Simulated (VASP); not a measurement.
A run of VASP 6.6.1 is set up as follows.

File POSCAR:

```
Sb
1.0
    0.0000000000      3.2448122108      3.2448122108
    3.2448122108      0.0000000000      3.2448122108
    3.2448122108      3.2448122108      0.0000000000
Sb
2
Direct
    0.5000000000      0.5000000000      0.5000000000
    0.7500000000      0.7500000000      0.7500000000
```

File INCAR.step1:

```
PREC = Accurate
ENCUT = 520
ISMEAR = 0
SIGMA = 0.1
LREAL = F
LASPH = T
NELM = 60
NBANDS = 12
GGA = PE
ALGO = Normal
EDIFF = 1E-4
LWAVE = T
LCHARG = F
```

The input INCAR.step2:

```
PREC = Accurate
ENCUT = 520
EDIFF = 1E-6
ISMEAR = 0
SIGMA = 0.1
LREAL = F
LASPH = T
NELM = 60
ALGO = Normal
ISIF = 2
LWAVE = F
LCHARG = F
METAGGA = R2SCAN
LMIXTAU = T
NBANDS = 12
ISTART = 1
```

Contents of KPOINTS:

```
Automatic mesh
0
Gamma
  6 6 6
```

Potentials or basis: VASP PAW PBE potentials, release 64 (Sb).

Launch:

```bash
$ cat potpaw_PBE.64/Sb/POTCAR > POTCAR
$ cp INCAR.step1 INCAR
$ mpirun -np 1 vasp_std > vasp.out
$ cp INCAR.step2 INCAR
$ mpirun -np 1 vasp_std > vasp.out
```

(1) Estimate the band gap on the k mesh.

(2) Estimate the pressure.

Results:

(1) zero (band 5 reaches 6.57 eV, above the bottom of band 6 at 5.32 eV).

(2) 11.3 GPa.

Caveat: the PAW data sets were made with another functional, which shifts forces and pressure a little; spin-orbit coupling is left out, which moves the levels of the heavy elements.
